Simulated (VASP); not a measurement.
# MoSe2 (P6_3/mmc) in VASP: a series of runs

Aim: see how the results for MoSe2 move with the level of theory and the settings. Levels: PBE+D3(BJ), revPBE+D4, LDA. Tasks: single point.

Everything below comes from runs of VASP 6.6.1. Logs are shortened: lines on timing, memory, paths and dates and some standing lists are left out, and cuts for length are marked.

**1. The cell of the first run**

It takes space group P6_3/mmc (No. 194, hexagonal). Conventional cell: a = 3.263 Å, b = 3.263 Å, c = 12.571 Å, α = 90.00°, β = 90.00°, γ = 120.00°. Within 3.3 Å of Mo (site symmetry -6m2) lie 6 Se at 2.52 Å and 6 Mo at 3.26 Å. Within 3.5 Å of Se (site symmetry 3m) lie 3 Mo at 2.52 Å and 10 Se at 3.26 to 3.49 Å.

**2. Single point, PBE+D3(BJ), collinear spin (19.32 Å³/atom)**

Contents of INCAR:

```
SYSTEM = MoSe2
ALGO = Normal
EDIFF = 1E-6
ENCUT = 500
GGA = PE
GGA_COMPAT = .False.
ISIF = 2
ISMEAR = 0
ISPIN = 2
IVDW = 12
LASPH = .True.
LCHARG = .False.
LMAXMIX = 4
LORBIT = 11
LREAL = .False.
LWAVE = .False.
MAGMOM = 0.05 0.05 0 0 0 0
NBANDS = 39
NELM = 200
PREC = Accurate
SIGMA = 0.05
```

Contents of KPOINTS:

```
k-points
0
Gamma
  8 8 2
  0 0 0
```

Contents of POSCAR:

```
MoSe2
1.0
    3.2634950490      0.0000000000      0.0000000000
   -1.6317475245      2.8262696176      0.0000000000
    0.0000000000      0.0000000000     12.5710079279
Mo Se
2 4
Direct
    0.3333333333      0.6666666667      0.2500000000
    0.6666666667      0.3333333333      0.7500000000
    0.3333333333      0.6666666667      0.6166739062
    0.6666666667      0.3333333333      0.1166739062
    0.3333333333      0.6666666667      0.8833260938
    0.6666666667      0.3333333333      0.3833260938
```

Potentials or basis: VASP PAW PBE potentials, release 64 (Mo_sv, Se).

Command:

```sh
$ cat potpaw_PBE.64/Mo_sv/POTCAR potpaw_PBE.64/Se/POTCAR > POTCAR
$ mpirun -np 1 vasp_std > vasp.out
```

OUTCAR:

```text
SYSTEM = MoSe2
   EDIFF = 1E-6
   ENCUT = 500
   GGA = PE
   ISIF = 2
   ISMEAR = 0
   ISPIN = 2
   IVDW = 12
   LASPH = .True.
   LORBIT = 11
   LREAL = .False.
   NELM = 200
   PREC = Accurate
 IVDW          = 12

 ion  position               nearest neighbor table
   1  0.333  0.667  0.250-   4 2.52   6 2.52   4 2.52   6 2.52   4 2.52   6 2.52
   2  0.667  0.333  0.750-   3 2.52   5 2.52   3 2.52   5 2.52   3 2.52   5 2.52
   3  0.333  0.667  0.617-   2 2.52   2 2.52   2 2.52
   4  0.667  0.333  0.117-   1 2.52   1 2.52   1 2.52
   5  0.333  0.667  0.883-   2 2.52   2 2.52   2 2.52
   6  0.667  0.333  0.383-   1 2.52   1 2.52   1 2.52

  LATTYP: Found a hexagonal cell.
 ALAT       =     3.2634950490
 C/A-ratio  =     3.8520076602

  Lattice vectors:

 A1 = (   3.2634950490,   0.0000000000,   0.0000000000)
 A2 = (  -1.6317475245,   2.8262696176,   0.0000000000)
 A3 = (   0.0000000000,   0.0000000000,  12.5710079279)

Analysis of symmetry for initial positions (statically):
=====================================================================
 Subroutine PRICEL returns:
 Original cell was already a primitive cell.

 Routine SETGRP: Setting up the symmetry group for a
 hexagonal supercell.

 Subroutine GETGRP returns: Found 24 space group operations
 (whereof 12 operations were pure point group operations)
 out of a pool of 24 trial point group operations.

The static configuration has the point symmetry D_3d.
 The point group associated with its full space group is D_6h.

Analysis of symmetry for dynamics (positions and initial velocities):
=====================================================================
 Subroutine PRICEL returns:
 Original cell was already a primitive cell.

 Routine SETGRP: Setting up the symmetry group for a
 hexagonal supercell.

 Subroutine GETGRP returns: Found 24 space group operations
 (whereof 12 operations were pure point group operations)
 out of a pool of 24 trial point group operations.

The dynamic configuration has the point symmetry D_3d.
 The point group associated with its full space group is D_6h.

Analysis of structural, dynamic, and magnetic symmetry:
=====================================================================
 Subroutine PRICEL returns:
 Original cell was already a primitive cell.

 Routine SETGRP: Setting up the symmetry group for a
 hexagonal supercell.

 Subroutine GETGRP returns: Found 24 space group operations
 (whereof 12 operations were pure point group operations)
 out of a pool of 24 trial point group operations.

The overall configuration has the point symmetry D_3d.
 The point group associated with its full space group is D_6h.

 Subroutine INISYM returns: Found 24 space group operations
 (whereof 12 operations are pure point group operations),
 and found     1 'primitive' translations

----------------------------------------------------------------------------------------

                                     Primitive cell

  volume of cell :     115.9489

  direct lattice vectors                    reciprocal lattice vectors
     3.263495049  0.000000000  0.000000000     0.306419953  0.176911642  0.000000000
    -1.631747524  2.826269618  0.000000000     0.000000000  0.353823285  0.000000000
     0.000000000  0.000000000 12.571007928     0.000000000  0.000000000  0.079548116

  length of vectors
     3.263495049  3.263495049 12.571007928     0.353823285  0.353823285  0.079548116

  position of ions in fractional coordinates (direct lattice)
     0.333333333  0.666666667  0.250000000
     0.666666667  0.333333333  0.750000000
     0.333333333  0.666666667  0.616673906
     0.666666667  0.333333333  0.116673906
     0.333333333  0.666666667  0.883326094
     0.666666667  0.333333333  0.383326094

  ion indices of the primitive-cell ions
   primitive index   ion index
                 1           1
                 2           2
                 3           3
                 4           4
                 5           5
                 6           6

----------------------------------------------------------------------------------------

 KPOINTS: k-points

Automatic generation of k-mesh.
 Grid dimensions read from file:
 generate k-points for:    8    8    2

 Generating k-lattice:

  Cartesian coordinates                     Fractional coordinates (reciprocal lattice)
     0.038302494  0.022113955  0.000000000     0.125000000  0.000000000  0.000000000
     0.000000000  0.044227911  0.000000000     0.000000000  0.125000000  0.000000000
     0.000000000  0.000000000  0.039774058     0.000000000  0.000000000  0.500000000

  Length of vectors
     0.044227911  0.044227911  0.039774058

  Shift w.r.t. Gamma in fractional coordinates (k-lattice)
     0.000000000  0.000000000  0.000000000

 Subroutine IBZKPT returns following result:
 ===========================================

 Found     20 irreducible k-points:

 Following reciprocal coordinates:
            Coordinates               Weight
  0.000000  0.000000  0.000000      1.000000
  0.125000  0.000000  0.000000      6.000000
  0.250000  0.000000  0.000000      6.000000
  0.375000  0.000000  0.000000      6.000000
  0.500000  0.000000  0.000000      3.000000
  0.125000  0.125000  0.000000      6.000000
[... 12 lines left out ...]
  0.250000  0.250000  0.500000      6.000000
  0.375000  0.250000  0.500000      6.000000
   k-points           NKPTS =     20   k-points in BZ     NKDIM =     20   number of bands    NBANDS=     39
   number of dos      NEDOS =    301   number of ions     NIONS =      6
   total plane-waves  NPLWV =  55296
   dimension x,y,z NGX =    24 NGY =   24 NGZ =   96
   dimension x,y,z NGXF=    48 NGYF=   48 NGZF=  192
   ions per type =               2   4
   NGX,Y,Z   is equivalent  to a cutoff of  12.23, 12.23, 12.70 a.u.
   NGXF,Y,Z  is equivalent  to a cutoff of  24.45, 24.45, 25.39 a.u.
 SYSTEM =  MoSe2
   PREC   = accura    normal or accurate (medium, high low for compatibility)
   ISTART =      0    job   : 0-new  1-cont  2-samecut
   ICHARG =      2    charge: 1-file 2-atom 10-const
   ISPIN  =      2    spin polarized calculation?
   LNONCOLLINEAR =      F non collinear calculations
   LSORBIT =      F    spin-orbit coupling
   LASPH  =      T    aspherical Exc in radial PAW
   ENCUT  =  500.0 eV  36.75 Ry    6.06 a.u.   5.95  5.95 22.92*2*pi/ulx,y,z
   NELM   =    200;   NELMIN=  2; NELMDL= -5     # of ELM steps
   EDIFF  = 0.1E-05   stopping-criterion for ELM
   LREAL  =      F    real-space projection
   EDIFFG = 0.1E-04   stopping-criterion for IOM
   NSW    =      0    number of steps for IOM
   IBRION =     -1    ionic relax: 0-MD 1-quasi-New 2-CG
   NFREE  =      0    steps in history (QN), initial steepest desc. (CG)
   ISIF   =      2    stress and relaxation
   ISYM   =      2    0-nonsym 1-usesym 2-fastsym
   POTIM  = 0.5000    time-step for ionic-motion
   TEBEG  =    0.0;   TEEND  =   0.0 temperature during run
   PSTRESS=    0.0 pullay stress
   NELECT =      52.0000    total number of electrons
   NUPDOWN=      -1.0000    fix difference up-down
   EMIN   =  10.00;   EMAX   =-10.00  energy-range for DOS
   EFERMI =   0.00;   METHOD = LEGACY
   ISMEAR =     0;   SIGMA  =   0.05  broadening in eV -4-tet -1-fermi 0-gaus
   EFERMI_NEDOS =   21; number of points for ismear=-14 and -15
   IALGO  =     38    algorithm
   IMIX   =      4    mixing-type and parameters
     AMIX     =   0.40;   BMIX     =  1.00
     AMIX_MAG =   1.60;   BMIX_MAG =  1.00
  volume/ion in A,a.u.               =      19.32       130.41
  Fermi-wavevector in a.u.,A,eV,Ry     =   1.253104  2.368023 21.364810  1.570269
  Thomas-Fermi vector in A             =   2.386973
   LORBIT       =     11    0 simple, 1 ext, 2 COOP (PROOUT), +10 PAW based schemes
   GGA     = PE    functional components
   LHFCALC =     F    Hartree Fock is set to
   AEXX    =    0.0000 exact exchange contribution
   IVDW    =    12    specifies the selected vdW correction
   LEPSILON=     F    determine dielectric tensor
   LRPA    =     F    only Hartree local field effects (RPA)
 spin polarized calculation
 Gauss-broadening in eV      SIGMA  =   0.05
  energy-cutoff  :      500.00
  volume of cell :      115.95
 maximum number of plane-waves:      2978
 NGX is ok and might be reduce to    24
   NGX = 11   NGY = 11   NGZ = 45

 number of electron      51.9999995 magnetization       0.0001001

 Free energy of the ion-electron system (eV)
  ---------------------------------------------------
  ext. energy  EPLUGINS =         0.00000000
  ---------------------------------------------------
  free energy    TOTEN  =       -39.73589576 eV

  energy without entropy =      -39.73589576  energy(sigma->0) =      -39.73589576

 E-fermi :   7.2594     XC(G=0): -10.9596

 val. band max:        7.0162956335   @ k =   0.0000   0.0000   0.0000
 cond. band min:       7.7874939958   @ k =   0.2500   0.1250   0.0000
 fundamental gap:      0.7711983624
 Fermi energy:         7.2593861340

 spin component 1

 k-point     1 :       0.0000    0.0000    0.0000
  band No.  band energies     occupation
      1     -54.2103      1.00000
      2     -54.2103      1.00000
      3     -28.3906      1.00000
      4     -28.3905      1.00000
      5     -28.1789      1.00000
      6     -28.1789      1.00000
[... 30 lines left out ...]
     37      14.8388      0.00000
     38      15.5636      0.00000

 k-point     2 :       0.1250    0.0000    0.0000
  band No.  band energies     occupation
      1     -54.2063      1.00000
      2     -54.2063      1.00000
      3     -28.3817      1.00000
      4     -28.3816      1.00000
      5     -28.2218      1.00000
      6     -28.2218      1.00000
[... 30 lines left out ...]
     37      15.6002      0.00000
     38      15.8081      0.00000
[... 695 lines left out ...]
     37      15.0435      0.00000
     38      15.0435      0.00000

 k-point    20 :       0.3750    0.2500    0.5000
  band No.  band energies     occupation
      1     -54.1804      1.00000
      2     -54.1804      1.00000
      3     -28.4163      1.00000
      4     -28.4163      1.00000
      5     -28.3328      1.00000
      6     -28.3328      1.00000
[... 30 lines left out ...]
     37      14.4471      0.00000
     38      14.4471      0.00000
 Fermi energy:         7.2593861340

 spin component 2

 k-point     1 :       0.0000    0.0000    0.0000
  band No.  band energies     occupation
      1     -54.2103      1.00000
      2     -54.2103      1.00000
      3     -28.3906      1.00000
      4     -28.3905      1.00000
      5     -28.1789      1.00000
      6     -28.1789      1.00000
[... 30 lines left out ...]
     37      14.8388      0.00000
     38      15.5636      0.00000

 k-point     2 :       0.1250    0.0000    0.0000
  band No.  band energies     occupation
      1     -54.2063      1.00000
      2     -54.2063      1.00000
      3     -28.3816      1.00000
      4     -28.3816      1.00000
      5     -28.2218      1.00000
      6     -28.2218      1.00000
[... 30 lines left out ...]
     37      15.6002      0.00000
     38      15.8081      0.00000
[... 695 lines left out ...]
     37      15.0436      0.00000
     38      15.0436      0.00000

 k-point    20 :       0.3750    0.2500    0.5000
  band No.  band energies     occupation
      1     -54.1804      1.00000
      2     -54.1804      1.00000
      3     -28.4163      1.00000
      4     -28.4163      1.00000
      5     -28.3327      1.00000
      6     -28.3327      1.00000
[... 30 lines left out ...]
     37      14.4471      0.00000
     38      14.4471      0.00000
 [bands above 38 left out]

------------------------ aborting loop because EDIFF is reached ----------------------------------------

 Edisp (eV)   -2.93743

 E8    (eV) :    -1.2669

  FORCE on cell =-STRESS in cart. coord.  units (eV):
  Direction    XX          YY          ZZ          XY          YZ          ZX
  --------------------------------------------------------------------------------------
  -------------------------------------------------------------------------------------
  Total       1.01340     1.01340     0.99554     0.00000    -0.00000     0.00000
  in kB      14.00317    14.00317    13.75633     0.00000    -0.00000     0.00000
  external pressure =       13.92 kB  Pullay stress =        0.00 kB

 VOLUME and BASIS-vectors are now :
 -----------------------------------------------------------------------------
  energy-cutoff  :      500.00
  volume of cell :      115.95
      direct lattice vectors                 reciprocal lattice vectors
     3.263495049  0.000000000  0.000000000     0.306419953  0.176911642  0.000000000
    -1.631747524  2.826269618  0.000000000     0.000000000  0.353823285  0.000000000
     0.000000000  0.000000000 12.571007928     0.000000000  0.000000000  0.079548116

 POSITION                                       TOTAL-FORCE (eV/Angst)
 -----------------------------------------------------------------------------------
     -0.00000      1.88418      3.14275        -0.000000     -0.000000     -0.000000
      1.63175      0.94209      9.42826         0.000000      0.000000     -0.000000
     -0.00000      1.88418      7.75221         0.000000     -0.000000     -0.031648
      1.63175      0.94209      1.46671        -0.000000     -0.000000     -0.031648
     -0.00000      1.88418     11.10430         0.000000     -0.000000      0.031648
      1.63175      0.94209      4.81880        -0.000000      0.000000      0.031648
 -----------------------------------------------------------------------------------
    total drift:                               -0.000000      0.000000     -0.000000

  FREE ENERGIE OF THE ION-ELECTRON SYSTEM (eV)
  ---------------------------------------------------
  free  energy   TOTEN  =       -42.6733225285 eV

  energy  without entropy=      -42.6733225285  energy(sigma->0) =      -42.67332253

 total charge

# of ion       s       p       d       tot
------------------------------------------
    1        2.276   6.190   3.969  12.435
    2        2.276   6.190   3.969  12.435
    3        1.481   2.333   0.068   3.882
    4        1.481   2.333   0.068   3.882
    5        1.481   2.333   0.068   3.882
    6        1.481   2.333   0.068   3.882
--------------------------------------------------
tot         10.478  21.712   8.208  40.398

 magnetization (x)

# of ion       s       p       d       tot
------------------------------------------
    1       -0.000  -0.000  -0.000  -0.000
    2       -0.000  -0.000  -0.000  -0.000
    3       -0.000   0.000   0.000  -0.000
    4       -0.000   0.000   0.000  -0.000
    5       -0.000   0.000   0.000  -0.000
    6       -0.000   0.000   0.000  -0.000
--------------------------------------------------
tot         -0.000  -0.000  -0.000  -0.000
```

It took 4.4 min on 1 thread of Oxide Virtual Turin-like, shared host; peak memory 0.31 GiB.

Results:

```yaml
Free_energy: -42.6733 eV
Pressure: 1.4 GPa
Largest_force: 0.032 eV/Å
Band_gap_on_the_k_mesh: 0.77 eV (least direct gap 1.67 eV)
Net_moment: 0.00 μB per cell
Valence_electrons_inside_the_program's_atomic_spheres: Mo 12.44; Se 3.88
Dispersion_energy_per_atom: -0.490 eV
```

Forces on the atoms (eV/Å):
```
Mo   0.000  0.000  0.000
Mo   0.000  0.000  0.000
Se   0.000  0.000 -0.032
Se   0.000  0.000 -0.032
Se   0.000  0.000  0.032
Se   0.000  0.000  0.032
```

A k mesh can miss the band edges. As with any semilocal functional, this PBE gap is likely too small.

[end of part 1 of 2]
